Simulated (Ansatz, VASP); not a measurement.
## TiSi2 in VASP and in Ansatz

```
Ti Si
1.0
     0.00000    4.09106    4.24805
     2.38088    0.00000    4.24805
     2.38088    4.09106    0.00000
Ti Si
2 4
Direct
  0.69115 0.69115 0.80885
  0.44115 0.44115 0.55885
  0.08617 0.41383 0.08617
  0.41383 0.08617 0.41383
  0.16383 0.83617 0.16383
  0.83617 0.16383 0.83617
```

Change from the starting cell: all Ti atoms moved -0.500 Å, as atom 1 along Cartesian [0 0 1].

Alike in both runs: task single point; functional PBEsol; k mesh 14 × 14 × 14; occupations gaussian, width 0.15 eV; no spin polarisation.

|  | VASP | Ansatz |
| --- | --- | --- |
| version | VASP 6.6.1 | Ansatz 0.2.0 |
| potentials or method | VASP PAW PBE potentials, release 64 (Ti_sv, Si), cutoff 520 eV | scalar-relativistic, plane waves, PAW |
| valence electrons in the cell | 40 | 40 |

Ansatz gave:

* gap on the k mesh at the Fermi level (eV): none
* pressure (GPa): 18.1
* traceless stress, the component that is largest in VASP (GPa): 15.69
* rms of the force components (eV/Å): 3.908

Estimate VASP's values.

gap on the k mesh at the Fermi level (eV): none; pressure (GPa): 18.3; traceless stress, the component that is largest in VASP (GPa): 15.79; rms of the force components (eV/Å): 3.924.

VASP's potentials were made for PBE, not for PBEsol. Atom by atom the forces differ by 0.016 eV/Å (rms over components). A gap of «none» marks a metal or a gap that the smearing closes. The functional is the same, so the differences come from potentials, cutoffs and numerics.
